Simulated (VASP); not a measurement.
# MnO (Fm-3m) in VASP: notebook

The runs below take MnO through single point, with r2SCAN+U.

Program: VASP 6.6.1. These are calculated values, not measurements. Logs are shortened: lines on timing, memory, paths and dates and some standing lists are left out, and cuts for length are marked.

## Step 1: The cell of the first run

It takes space group Fm-3m (No. 225, cubic). The conventional cell has a = 4.444 Å, b = 4.444 Å, c = 4.444 Å, α = 90.00°, β = 90.00°, γ = 90.00°. Mn (site symmetry m-3m) has 6 O at 2.22 Å within 2.9 Å. O (site symmetry m-3m) has 6 Mn at 2.22 Å within 2.9 Å.

## Step 2: Single point, r2SCAN+U, collinear spin, ferromagnetic start

POSCAR

```
MnO
1.0
    0.0000000000      2.2220003300      2.2220003300
    2.2220003300      0.0000000000      2.2220003300
    2.2220003300      2.2220003300      0.0000000000
Mn O
1 1
Direct
    0.0000000000      0.0000000000      0.0000000000
    0.5000000000      0.5000000000      0.5000000000
```

INCAR.step1

```
ALGO = Normal
EDIFF = 1E-5
ENCUT = 660
GGA = PE
GGA_COMPAT = F
ISMEAR = 0
ISPIN = 2
LASPH = T
LCHARG = F
LDAU = T
LDAUJ = 0.9 0
LDAUL = 2 -1
LDAUTYPE = 1
LDAUU = 2 0
LMAXMIX = 4
LREAL = F
LWAVE = T
MAGMOM = 4.71 0.26
NBANDS = 20
NELM = 200
PREC = Accurate
SIGMA = 0.05
```

INCAR.step2

```
ALGO = Normal
EDIFF = 1E-6
ENCUT = 660
GGA_COMPAT = F
ISIF = 2
ISMEAR = 0
ISPIN = 2
ISTART = 1
LASPH = T
LCHARG = T
LDAU = T
LDAUJ = 0.9 0
LDAUL = 2 -1
LDAUPRINT = 1
LDAUTYPE = 1
LDAUU = 2 0
LELF = T
LMAXMIX = 4
LMIXTAU = T
LORBIT = 11
LREAL = F
LVHAR = T
LWAVE = F
MAGMOM = 4.71 0.26
METAGGA = R2SCAN
NBANDS = 20
NELM = 200
PREC = Accurate
SIGMA = 0.05
```

KPOINTS

```
k-points
0
Gamma
  7 7 7
```

Potentials or basis: VASP PAW PBE potentials, release 64 (Mn_pv, O).

Launch:

```bash
> cat potpaw_PBE.64/Mn_pv/POTCAR potpaw_PBE.64/O/POTCAR > POTCAR
> cp INCAR.step1 INCAR
> mpirun -np 1 vasp_std > vasp.out
> cp INCAR.step2 INCAR
> mpirun -np 1 vasp_std > vasp.out
```

OUTCAR:

```text
EDIFF = 1E-6
   ENCUT = 660
   ISIF = 2
   ISMEAR = 0
   ISPIN = 2
   ISTART = 1
   LASPH = T
   LORBIT = 11
   LREAL = F
   METAGGA = R2SCAN
   NELM = 200
   PREC = Accurate

 ion  position               nearest neighbor table
   1  0.000  0.000  0.000-   2 2.22   2 2.22   2 2.22   2 2.22   2 2.22   2 2.22
   2  0.500  0.500  0.500-   1 2.22   1 2.22   1 2.22   1 2.22   1 2.22   1 2.22

  LATTYP: Found a face centered cubic cell.
 ALAT       =     4.4440006600

  Lattice vectors:

 A1 = (   0.0000000000,   2.2220003300,   2.2220003300)
 A2 = (   2.2220003300,   0.0000000000,   2.2220003300)
 A3 = (   2.2220003300,   2.2220003300,   0.0000000000)

Analysis of symmetry for initial positions (statically):
=====================================================================
 Subroutine PRICEL returns:
 Original cell was already a primitive cell.

 Routine SETGRP: Setting up the symmetry group for a
 face centered cubic supercell.

 Subroutine GETGRP returns: Found 48 space group operations
 (whereof 48 operations were pure point group operations)
 out of a pool of 48 trial point group operations.

The static configuration has the point symmetry O_h .

Analysis of symmetry for dynamics (positions and initial velocities):
=====================================================================
 Subroutine PRICEL returns:
 Original cell was already a primitive cell.

 Routine SETGRP: Setting up the symmetry group for a
 face centered cubic supercell.

 Subroutine GETGRP returns: Found 48 space group operations
 (whereof 48 operations were pure point group operations)
 out of a pool of 48 trial point group operations.

The dynamic configuration has the point symmetry O_h .

Analysis of structural, dynamic, and magnetic symmetry:
=====================================================================
 Subroutine PRICEL returns:
 Original cell was already a primitive cell.

 Routine SETGRP: Setting up the symmetry group for a
 face centered cubic supercell.

 Subroutine GETGRP returns: Found 48 space group operations
 (whereof 48 operations were pure point group operations)
 out of a pool of 48 trial point group operations.

The overall configuration has the point symmetry O_h .

 Subroutine INISYM returns: Found 48 space group operations
 (whereof 48 operations are pure point group operations),
 and found     1 'primitive' translations

----------------------------------------------------------------------------------------

                                     Primitive cell

  volume of cell :      21.9413

  direct lattice vectors                    reciprocal lattice vectors
     0.000000000  2.222000330  2.222000330    -0.225022469  0.225022469  0.225022469
     2.222000330  0.000000000  2.222000330     0.225022469 -0.225022469  0.225022469
     2.222000330  2.222000330  0.000000000     0.225022469  0.225022469 -0.225022469

  length of vectors
     3.142383002  3.142383002  3.142383002     0.389750349  0.389750349  0.389750349

  position of ions in fractional coordinates (direct lattice)
     0.000000000  0.000000000  0.000000000
     0.500000000  0.500000000  0.500000000

  ion indices of the primitive-cell ions
   primitive index   ion index
                 1           1
                 2           2

----------------------------------------------------------------------------------------

 KPOINTS: k-points

Automatic generation of k-mesh.
 Grid dimensions read from file:
[... 67 lines left out ...]
   ISYM   =      2    0-nonsym 1-usesym 2-fastsym
   POTIM  = 0.5000    time-step for ionic-motion
   TEBEG  =    0.0;   TEEND  =   0.0 temperature during run
   PSTRESS=    0.0 pullay stress
   NELECT =      19.0000    total number of electrons
   NUPDOWN=      -1.0000    fix difference up-down
   EMIN   =  10.00;   EMAX   =-10.00  energy-range for DOS
   EFERMI =   0.00;   METHOD = LEGACY
   ISMEAR =     0;   SIGMA  =   0.05  broadening in eV -4-tet -1-fermi 0-gaus
   EFERMI_NEDOS =   21; number of points for ismear=-14 and -15
   IALGO  =     38    algorithm
   IMIX   =      4    mixing-type and parameters
     AMIX     =   0.40;   BMIX     =  1.00
     AMIX_MAG =   1.60;   BMIX_MAG =  1.00
  volume/ion in A,a.u.               =      10.97        74.03
  Fermi-wavevector in a.u.,A,eV,Ry     =   1.560409  2.948746 33.128523  2.434878
  Thomas-Fermi vector in A             =   2.663626
   LORBIT       =     11    0 simple, 1 ext, 2 COOP (PROOUT), +10 PAW based schemes
 LDA+U is selected, type is set to LDAUTYPE =  1
   angular momentum for each species LDAUL =     2   -1
   U (eV)           for each species LDAUU =   2.0  0.0
   J (eV)           for each species LDAUJ =   0.9  0.0
   METAGGA = R2SCAN    functional components
   LHFCALC =     F    Hartree Fock is set to
   AEXX    =    0.0000 exact exchange contribution
   IVDW    =     0    specifies the selected vdW correction
   LEPSILON=     F    determine dielectric tensor
   LRPA    =     F    only Hartree local field effects (RPA)
 spin polarized calculation
 Gauss-broadening in eV      SIGMA  =   0.05
  energy-cutoff  :      660.00
  volume of cell :       21.94
 maximum number of plane-waves:       869
 NGX is ok and might be reduce to    28
   NGX = 13   NGY = 13   NGZ = 13

atom =   1  type =  1  l = 2

 onsite density matrix

spin component  1

  0.9373  0.0000 -0.0000  0.0000  0.0000
  0.0000  0.9373 -0.0000 -0.0000 -0.0000
 -0.0000 -0.0000  0.9734  0.0000 -0.0000
  0.0000 -0.0000  0.0000  0.9373 -0.0000
  0.0000 -0.0000 -0.0000 -0.0000  0.9734

spin component  2

  0.0206  0.0000 -0.0000 -0.0000 -0.0000
  0.0000  0.0206 -0.0000 -0.0000  0.0000
 -0.0000 -0.0000  0.0798 -0.0000  0.0000
 -0.0000 -0.0000 -0.0000  0.0206 -0.0000
 -0.0000  0.0000  0.0000 -0.0000  0.0798

 occupancies and eigenvectors

  o =  0.0206  v =  0.0000  0.0000  0.0000  0.0000  0.0000  1.0000 -0.0011  0.0000  0.0005  0.0000      0.0000  0.0000  0.0000  0.0000  0.0000  0.0000  0.0000  0.0000  0.0000  0.0000
  o =  0.0206  v =  0.0000  0.0000  0.0000  0.0000  0.0000  0.0005  0.7813  0.0000  0.6242 -0.0000      0.0000  0.0000  0.0000  0.0000  0.0000  0.0000  0.0000  0.0000  0.0000  0.0000
  o =  0.0206  v =  0.0000  0.0000  0.0000  0.0000  0.0000 -0.0011 -0.6242  0.0000  0.7813  0.0000      0.0000  0.0000  0.0000  0.0000  0.0000  0.0000  0.0000  0.0000  0.0000  0.0000
  o =  0.0798  v =  0.0000  0.0000  0.0000  0.0000  0.0000  0.0000 -0.0000 -1.0000  0.0000 -0.0015      0.0000  0.0000  0.0000  0.0000  0.0000  0.0000  0.0000  0.0000  0.0000  0.0000
  o =  0.0798  v =  0.0000  0.0000  0.0000  0.0000  0.0000 -0.0000  0.0000 -0.0015 -0.0000  1.0000      0.0000  0.0000  0.0000  0.0000  0.0000  0.0000  0.0000  0.0000  0.0000  0.0000
  o =  0.9373  v =  0.0000 -0.4752  0.0000  0.8799  0.0000  0.0000  0.0000  0.0000  0.0000  0.0000      0.0000  0.0000  0.0000  0.0000  0.0000  0.0000  0.0000  0.0000  0.0000  0.0000
  o =  0.9373  v =  0.0000  0.8799 -0.0000  0.4752 -0.0000  0.0000  0.0000  0.0000  0.0000  0.0000      0.0000  0.0000  0.0000  0.0000  0.0000  0.0000  0.0000  0.0000  0.0000  0.0000
  o =  0.9373  v =  1.0000  0.0000  0.0000  0.0000  0.0000  0.0000  0.0000  0.0000  0.0000  0.0000      0.0000  0.0000  0.0000  0.0000  0.0000  0.0000  0.0000  0.0000  0.0000  0.0000
  o =  0.9734  v =  0.0000 -0.0000 -0.9997 -0.0000  0.0245  0.0000  0.0000  0.0000  0.0000  0.0000      0.0000  0.0000  0.0000  0.0000  0.0000  0.0000  0.0000  0.0000  0.0000  0.0000
  o =  0.9734  v =  0.0000 -0.0000 -0.0245 -0.0000 -0.9997  0.0000  0.0000  0.0000  0.0000  0.0000      0.0000  0.0000  0.0000  0.0000  0.0000  0.0000  0.0000  0.0000  0.0000  0.0000

 number of electron      18.9999998 magnetization       5.0000076

 Free energy of the ion-electron system (eV)
  ---------------------------------------------------
  ext. energy  EPLUGINS =         0.00000000
  ---------------------------------------------------
  free energy    TOTEN  =       -24.24377403 eV

  energy without entropy =      -24.24377399  energy(sigma->0) =      -24.24377401

 E-fermi :   7.1369     XC(G=0): -12.5314

 val. band max:        6.9763478785   @ k =   0.4286   0.0000   0.0000
 cond. band min:       7.2753161124   @ k =   0.0000   0.0000   0.0000
 fundamental gap:      0.2989682340
 Fermi energy:         7.1368725971

 spin component 1

 k-point     1 :       0.0000    0.0000    0.0000
  band No.  band energies     occupation
      1     -45.2334      1.00000
      2     -45.2334      1.00000
      3     -45.2334      1.00000
      4     -13.8512      1.00000
      5       3.3338      1.00000
      6       3.3338      1.00000
[... 436 lines left out ...]
      6       0.6739      1.00000
[... 12 lines left out ...]
     19      31.9748      0.00000
     20      34.4626      0.00000
 Fermi energy:         7.1368725971

 spin component 2

 k-point     1 :       0.0000    0.0000    0.0000
  band No.  band energies     occupation
      1     -38.8115      1.00000
      2     -38.8115      1.00000
      3     -38.8115      1.00000
      4     -13.3710      1.00000
      5       4.0895      1.00000
      6       4.0895      1.00000
[... 449 lines left out ...]
     19      35.7745      0.00000
     20      36.1307      0.00000

------------------------ aborting loop because EDIFF is reached ----------------------------------------

  FORCE on cell =-STRESS in cart. coord.  units (eV):
  Direction    XX          YY          ZZ          XY          YZ          ZX
  --------------------------------------------------------------------------------------
  -------------------------------------------------------------------------------------
  Total        0.1777003      0.1777003      0.1777003     -0.0000000     -0.0000000      0.0000000
  in kB       12.9758706     12.9758706     12.9758706     -0.0000000     -0.0000000      0.0000000
  external PRESSURE =      12.9758706 kB  Pullay stress =       0.0000000 kB

 VOLUME and BASIS-vectors are now :
 -----------------------------------------------------------------------------
  energy-cutoff  :      660.00
  volume of cell :       21.94
      direct lattice vectors                 reciprocal lattice vectors
     0.000000000  2.222000330  2.222000330    -0.225022469  0.225022469  0.225022469
     2.222000330  0.000000000  2.222000330     0.225022469 -0.225022469  0.225022469
     2.222000330  2.222000330  0.000000000     0.225022469  0.225022469 -0.225022469

 POSITION                                       TOTAL-FORCE (eV/Angst)
 -----------------------------------------------------------------------------------
      0.00000      0.00000      0.00000        -0.000000     -0.000000     -0.000000
      2.22200      2.22200      2.22200         0.000000      0.000000      0.000000
 -----------------------------------------------------------------------------------
    total drift:                                0.000000      0.000000      0.000000

  FREE ENERGIE OF THE ION-ELECTRON SYSTEM (eV)
  ---------------------------------------------------
  free  energy   TOTEN  =       -24.2437740304 eV

  energy  without entropy=      -24.2437739891  energy(sigma->0) =      -24.24377401

 total charge

# of ion       s       p       d       tot
------------------------------------------
    1        0.208   6.173   4.961  11.342
    2        1.554   3.482   0.000   5.035
--------------------------------------------------
tot          1.762   9.655   4.961  16.378

 magnetization (x)

# of ion       s       p       d       tot
------------------------------------------
    1        0.028   0.022   4.529   4.580
    2        0.030   0.179   0.000   0.209
--------------------------------------------------
tot          0.058   0.202   4.529   4.789
```

It took 52 s on 1 thread of Intel Xeon 6975P-C (Granite Rapids), shared host; peak memory 0.18 GiB.

Results:

```yaml
Free_energy: -24.2438 eV
Pressure: 1.3 GPa
Band_gap_on_the_k_mesh: 0.30 eV, indirect (least direct gap 3.05 eV)
Net_moment: 5.00 μB per cell
Site_moments: Mn +4.58; O +0.21 μB
Valence_electrons_inside_the_program's_atomic_spheres: Mn 11.34; O 5.04
```

Eigenvalues of the final occupation matrices:
```
    site  spin  trace               eigenvalues
site 1 d     1   4.76  0.94 0.94 0.94 0.97 0.97
site 1 d     2   0.22  0.02 0.02 0.02 0.08 0.08
```

Caveat: the PAW data sets were made with another functional, which shifts forces and pressure a little; a cell with one magnetic atom can't hold antiferromagnetic order, which such compounds often take.

## Step 3: Single point, r2SCAN+U, collinear spin, ferromagnetic start

POSCAR is that of step 2.

INCAR.step1

```
PREC     = Accurate       # precision mode
ENCUT    = 660            # plane-wave cutoff, eV
ISMEAR   = 0              # smearing method
SIGMA    = 0.05           # smearing width, eV
LREAL    = False          # projectors in reciprocal space
LASPH    = True           # aspherical terms in the spheres
NELM     = 200            # most SCF steps
ISPIN    = 2              # spin polarisation
MAGMOM   = 5 0            # initial moments
LMAXMIX  = 4              # l up to which the mixer works
LDAU     = True           # DFT+U
LDAUTYPE = 1            
LDAUL    = 2 -1           # shell
LDAUU    = 2 0            # U, eV
LDAUJ    = 0.9 0        
NBANDS   = 20             # bands
GGA      = PE             # functional
ALGO     = Normal         # electronic algorithm
EDIFF    = 1E-5           # SCF threshold, eV
LWAVE    = True           # write WAVECAR
LCHARG   = False          # write CHGCAR
GGA_COMPAT= False
```

INCAR.step2

```
PREC     = Accurate       # precision mode
ENCUT    = 660            # plane-wave cutoff, eV
EDIFF    = 1E-6           # SCF threshold, eV
ISMEAR   = 0              # smearing method
SIGMA    = 0.05           # smearing width, eV
LREAL    = False          # projectors in reciprocal space
LASPH    = True           # aspherical terms in the spheres
NELM     = 200            # most SCF steps
ALGO     = Normal         # electronic algorithm
ISIF     = 2              # what is computed and relaxed
LWAVE    = False          # write WAVECAR
LCHARG   = False          # write CHGCAR
ISPIN    = 2              # spin polarisation
MAGMOM   = 5 0            # initial moments
LORBIT   = 11             # projections on sites
LMAXMIX  = 4              # l up to which the mixer works
LDAU     = True           # DFT+U
LDAUTYPE = 1            
LDAUL    = 2 -1           # shell
LDAUU    = 2 0            # U, eV
LDAUJ    = 0.9 0        
LDAUPRINT= 1            
METAGGA  = R2SCAN         # meta-GGA
LMIXTAU  = True         
NBANDS   = 20             # bands
ISTART   = 1            
GGA_COMPAT= False
```

KPOINTS

```
regular mesh
0
Gamma
  7 7 7
```

Potentials or basis: VASP PAW PBE potentials, release 64 (Mn_pv, O).

Launch:

```bash
> cat potpaw_PBE.64/Mn_pv/POTCAR potpaw_PBE.64/O/POTCAR > POTCAR
> cp INCAR.step1 INCAR
> mpirun -np 1 vasp_std > vasp.out
> cp INCAR.step2 INCAR
> mpirun -np 1 vasp_std > vasp.out
```

It took 51 s on 1 thread of Intel Xeon 6975P-C (Granite Rapids), shared host; peak memory 0.19 GiB.

The run converged. Its results:

```
Free energy                                           : -24.2438 eV
Pressure                                              : 1.3 GPa
Band gap on the k mesh                                : 0.30 eV, indirect (least direct gap 3.05 eV)
Net moment                                            : 5.00 μB per cell
Site moments                                          : Mn +4.58; O +0.21 μB
Valence electrons inside the program's atomic spheres : Mn 11.34; O 5.04
```

Levels at points of the mesh, in eV from the valence-band top:
Spin up:
```
           k point  band 8  band 9  band 10  band 11  band 12  band 13  band 14  band 15  band 16  band 17
(0.00, 0.00, 0.00)   -3.40   -3.40    -3.40    -3.19    -3.19     0.30    15.08    17.23    17.23    17.23
```
Spin down:
```
           k point  band 3  band 4  band 5  band 6  band 7  band 8  band 9  band 10  band 11  band 12
(0.00, 0.00, 0.00)  -45.79  -20.35   -2.89   -2.89   -2.89    2.05    2.75     2.75     2.75     3.41
```

Eigenvalues of the final occupation matrices:
```csv
site,spin,trace,eigenvalues
site 1 d,1,4.76,0.94 0.94 0.94 0.97 0.97
site 1 d,2,0.22,0.02 0.02 0.02 0.08 0.08
```

Caveat: the PAW data sets were made with another functional, which shifts forces and pressure a little; a cell with one magnetic atom can't hold antiferromagnetic order, which such compounds often take. The state reached can hang on the start; a lower one may exist.

[end of part 1 of 2]
